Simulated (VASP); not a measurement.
Set up this calculation in VASP 6.6.1, as the native input.

* Task: electric field gradients
* Functional: r2SCAN
* Potentials or basis: VASP PAW PBE potentials, release 64 (Ag)
* Cutoff: 520 eV
* k mesh: 13 × 13 × 7
* Occupations: fermi-dirac, width 0.03 eV
* Spin: no spin polarisation
* Dipole correction: no
* Further INCAR settings: ALGO = Normal; EDIFF = 1e-08; NBANDS = 18

Crystal: Ag.

```
Ag
1.0
     2.90269    0.00000    0.00000
    -1.45134    2.51380    0.00000
     0.00000    0.00000    4.67011
Ag
2
Direct
  0.33333 0.66667 0.25000
  0.66667 0.33333 0.75000
```

This cell differs from its parent crystal: volume scaled by 0.98.

One way to write it, as run:

POSCAR

```
Ag
1.0
    2.9026858039      0.0000000000      0.0000000000
   -1.4513429020      2.5137996454      0.0000000000
    0.0000000000      0.0000000000      4.6701060820
Ag
2
Direct
    0.3333333333      0.6666666667      0.2500000000
    0.6666666667      0.3333333333      0.7500000000
```

INCAR.step1

```
SYSTEM = Ag
ALGO = Normal ; EDIFF = 1E-4
ENCUT = 520 ; GGA = PE
ISMEAR = -1 ; LASPH = .True.
LCHARG = .False. ; LREAL = .False.
LWAVE = .True. ; NBANDS = 18
NELM = 100 ; PREC = Accurate
SIGMA = 0.03
```

INCAR.step2

```
SYSTEM = Ag
ALGO = Normal ; EDIFF = 1E-8
ENCUT = 520 ; ISIF = 2
ISMEAR = -1 ; ISTART = 1
LASPH = .True. ; LCHARG = .False.
LEFG = .True. ; LMIXTAU = .True.
LREAL = .False. ; LWAVE = .False.
METAGGA = R2SCAN ; NBANDS = 18
NELM = 100 ; PREC = Accurate
SIGMA = 0.03
```

KPOINTS

```
k-points
0
Gamma
  13 13 7
  0 0 0
```

Potentials or basis: VASP PAW PBE potentials, release 64 (Ag).

Launch:

```sh
$ cat potpaw_PBE.64/Ag/POTCAR > POTCAR
$ cp INCAR.step1 INCAR
$ mpirun -np 1 vasp_std > vasp.out
$ cp INCAR.step2 INCAR
$ mpirun -np 1 vasp_std > vasp.out
```

Results of the run:

```json
{
 "Pressure": "1.8 GPa",
 "Band gap on the k mesh": "zero (band 11 reaches 11.59 eV, above the bottom of band 12 at 4.80 eV)"
}
```

Caveat: without QUAD_EFG the Cq values of the log hold for a quadrupole moment of 1 mb, not for the nuclei; the PAW data sets were made with another functional, which shifts forces and pressure a little.

Run time: 2.1 min on 1 thread of Intel(R) Xeon(R) Platinum 8488C (Sapphire Rapids), on a shared host, peak memory 0.19 GiB.
